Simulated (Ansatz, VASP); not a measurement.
# Two plane-wave programs on MgO

```
Mg O
1.0
     2.97283    0.00000    0.00000
     0.00000    4.20422    0.00000
     0.00000    0.00000   25.40491
Mg O
8 8
Direct
  0.50000 0.50000 0.29522
  0.00000 0.00000 0.35373
  0.50000 0.50000 0.41224
  0.00000 0.00000 0.47075
  0.50000 0.50000 0.52925
  0.00000 0.00000 0.58776
  0.50000 0.50000 0.64627
  0.00000 0.00000 0.70478
  0.50000 0.00000 0.29522
  0.00000 0.50000 0.35373
  0.50000 0.00000 0.41224
  0.00000 0.50000 0.47075
  0.50000 0.00000 0.52925
  0.00000 0.50000 0.58776
  0.50000 0.00000 0.64627
  0.00000 0.50000 0.70478
```

Alike in both runs: task single point; functional r2SCAN; k mesh 9 × 6 × 1; occupations gaussian, width 0.05 eV; no spin polarisation.

|  | VASP | Ansatz |
| --- | --- | --- |
| version | VASP 6.6.1 | Ansatz 0.2.0 |
| potentials or method | VASP PAW PBE potentials, release 64 (Mg, O), cutoff 520 eV | scalar-relativistic, plane waves, PAW |
| valence electrons in the cell | 64 | 128 |

|  | VASP | Ansatz | Ansatz less VASP |
| --- | --- | --- | --- |
| gap on the k mesh at the Fermi level (eV) | 2.10 | 2.13 | +0.029 |
| least direct gap on the mesh (eV) | 2.10 | 2.13 | +0.029 |
| rms of the force components (eV/Å) | 0.366 | 0.358 | -0.0080 |

VASP's potentials were made for PBE, not for r2SCAN. The functional is the same, so the differences come from potentials, cutoffs and numerics. VASP's potentials hold 64 valence electrons a cell and Ansatz's 128, so a difference there can come from the potentials and not from the codes. Ansatz's warnings: xc potential rough in thin density.
